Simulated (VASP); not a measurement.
Crystal: AlH4.

```
CELL_PARAMETERS angstrom
3.81144 0.00000 0.00000
0.00000 3.81144 0.00000
0.00000 0.00000 3.81144
ATOMIC_POSITIONS crystal
Al 0.00000 0.00000 0.00000
H 0.50000 0.00000 0.00000
H 0.00000 0.50000 0.00000
H 0.00000 0.00000 0.50000
H 0.50000 0.50000 0.50000
```

The cell was built from a structure type or drawn by symmetry, and may not be a known phase.

- Program: VASP 6.6.1
- Task: relaxation of cell and atoms
- Functional: PBE
- Potentials or basis: VASP PAW PBE potentials, release 64 (Al, H)
- Cutoff: 600 eV
- k mesh: 4 × 4 × 4
- Occupations: gaussian, width 0.1 eV
- Spin: no spin polarisation

At the start: pressure -12.1 GPa; volume 11.07 Å³/atom.

**Question.** Where does the relaxation end?

**Answer.** Over 6 steps the energy falls by 159.4 meV/atom and the volume is 7.76 Å³/atom (-29.9 %); space group Pm-3m (No. 221, to 0.1 Å) before and after.

The path:
```csv
step,energy change (eV),largest force (eV/Å),pressure (GPa),volume (Å³)
1,0.0000,0.0000,-12.07,55.37
2,-0.4413,0.0000,-9.64,48.95
3,-0.7512,0.0000,-4.22,42.04
4,-0.2321,0.0000,25.32,30.23
5,-0.7941,0.0000,-1.21,39.62
6,-0.7970,0.0000,0.12,38.80
```

Final structure:
```cif
data_structure
_symmetry_space_group_name_H-M 'P 1'
_symmetry_Int_Tables_number 1
_cell_length_a 3.3853
_cell_length_b 3.3853
_cell_length_c 3.3853
_cell_angle_alpha 90.000
_cell_angle_beta 90.000
_cell_angle_gamma 90.000
_cell_volume 38.80
loop_
_atom_site_label
_atom_site_type_symbol
_atom_site_fract_x
_atom_site_fract_y
_atom_site_fract_z
_atom_site_occupancy
Al1 Al 0.00000 0.00000 0.00000 1
H1 H 0.50000 0.00000 0.00000 1
H2 H 0.00000 0.50000 0.00000 1
H3 H 0.00000 0.00000 0.50000 1
H4 H 0.50000 0.50000 0.50000 1
```

Caveat: the k points lie up to 0.46 Å⁻¹ apart in the final cell, too coarse for converged energies and pressures of a metal; the volume moved by over 15 % at a fixed basis, so the end points are rough.
